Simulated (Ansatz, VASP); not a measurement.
## Two plane-wave programs on MgO

```
CELL_PARAMETERS angstrom
2.62335 0.00000 0.00000
0.00000 2.62335 0.00000
0.00000 0.00000 2.62335
ATOMIC_POSITIONS crystal
Mg 0.00000 0.00000 0.00000
O 0.50000 0.50000 0.50000
```

Alike in both runs: task single point; functional PBE; k mesh 6 × 6 × 6; occupations gaussian, width 0.5 eV; no spin polarisation.

|  | VASP | Ansatz |
| --- | --- | --- |
| version | VASP 6.6.1 | Ansatz 0.2.0 |
| potentials or method | VASP PAW PBE potentials, release 64 (Mg_sv, O) | plane waves |
| plane-wave cutoff (eV) | 840 | 420 |
| valence electrons in the cell | 16 | 16 |

|  | VASP | Ansatz | Ansatz less VASP |
| --- | --- | --- | --- |
| pressure (GPa) | 6.1 | 6.2 | +0.07 |

With one functional, cell and mesh, what is left measures potentials, basis and numerics.
